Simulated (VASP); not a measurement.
## Mg: single point with PBEsol

Mg:

```xyz
2
Lattice="3.1749 0.0000 0.0000 -1.5874 2.7495 0.0000 0.0000 0.0000 5.1600" Properties=species:S:1:pos:R:3 pbc="T T T"
Mg    0.0000    1.8330    1.2900
Mg    1.5874    0.9165    3.8700
```

| Property | Result |
| --- | --- |
| Program | VASP 6.6.1 |
| Task | single point |
| Functional | PBEsol |
| Potentials or basis | VASP PAW PBE potentials, release 64 (Mg) |
| Cutoff | 520 eV |
| k mesh | 27 × 27 × 14 |
| Occupations | gaussian, width 0.1 eV |
| Spin | no spin polarisation |
| Dipole correction | no |
| Further INCAR settings | ALGO = Fast; EDIFF = 1e-07; NBANDS = 9 |

```json
{"Pressure": "-0.1 GPa", "Band gap on the k mesh": "zero (bands 2 and 3 overlap by 2.23 eV)"}
```

Levels at points of the mesh, in eV from the Fermi level:
```tsv
k point	band 1	band 2	band 3	band 4	band 5	band 6	band 7
(0.00, 0.00, 0.00)	-7.03	-1.74	-1.27	11.03	11.03	11.19	11.19
(0.00, 0.00, 0.50)	-5.62	-5.62	5.05	5.05	11.78	11.78	11.78
```

It took 45 s on 1 thread of Intel(R) Xeon(R) 6975P-C (Granite Rapids), on a shared host, peak memory 0.34 GiB.

Caveat: the PAW data sets were made with another functional, which shifts forces and pressure a little.
